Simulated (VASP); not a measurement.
Wanted: the native input for a VASP 6.6.1 run.

- Task: single point
- Functional: PBE
- Potentials or basis: VASP PAW PBE potentials, release 64 (Au, Cu)
- Cutoff: 520 eV
- k mesh: 1 × 1 × 1, shifted
- Occupations: fermi-dirac, width 0.0672 eV
- Spin: no spin polarisation
- Dipole correction: no
- Further INCAR settings: LREAL = Auto; ALGO = Normal; EDIFF = 1e-06; NBANDS = 102; ISYM = 0

The structure of Cu3Au13 lies in POSCAR:

```
Cu3Au13
1.0
    6.6859480000      0.0855830000     -0.0615900000
    0.0855830000      6.6105530000     -0.0078460000
   -0.0615900000     -0.0078460000      6.5441010000
Au Cu
13 3
Direct
    0.2188549969      0.4377972701      0.5148259840
    0.2586066981      0.4230682893      0.9975383907
    0.7075067877      0.9392822408     -0.0173862000
    0.8157714191      0.4979415815      0.4239588007
    0.0522590216      0.1586870096      0.2308655828
    0.2065683976      0.8716892057      0.5366348748
    0.3367596945      0.0206642964      0.8950205936
    0.6581072114      0.3762133649      0.0257681832
    0.7526347326      0.8845216838      0.4838399851
    0.8920714751      0.6136039747      0.7881403449
    0.9638528726      0.1784022988      0.7205291365
    0.4615624254      0.1417498623      0.3270296102
    0.4595945583      0.6689991126      0.2464404807
    0.6041732832      0.2533897269      0.6947719982
    0.5066146186      0.6763723554      0.7370510039
    0.0548248817      0.7849289247      0.1433005415
```

These files were run (other wordings do the same):

INCAR

```
PREC = Accurate
ENCUT = 520
EDIFF = 1E-6
ISMEAR = -1
SIGMA = 0.0672
LREAL = Auto
LASPH = True
NELM = 60
ALGO = Normal
ISIF = 2
LWAVE = False
LCHARG = True
GGA = PE
LELF = True
LVHAR = True
ISYM = 0
NBANDS = 102
```

KPOINTS

```
Automatic mesh
0
Gamma
  1 1 1
  0.25 0.25 0.25
```

Potentials or basis: VASP PAW PBE potentials, release 64 (Au, Cu).

Run with:

```bash
$ cat potpaw_PBE.64/Au/POTCAR potpaw_PBE.64/Cu/POTCAR > POTCAR
$ mpirun -np 1 vasp_std > vasp.out
```

Results of the run:

The pressure is 0.8 GPa, the largest force is 2.743 eV/Å and the band gap on the k mesh is 0.18 eV.

Caveat: the k points lie up to 0.96 Å⁻¹ apart; spin-orbit coupling is left out, which moves the levels of the heavy elements.

Wall time 100 s on 1 thread of Intel(R) Xeon(R) Platinum 8124M CPU @ 3.00GHz (Skylake/Cascade Lake) (shared host), peak memory 0.35 GiB.
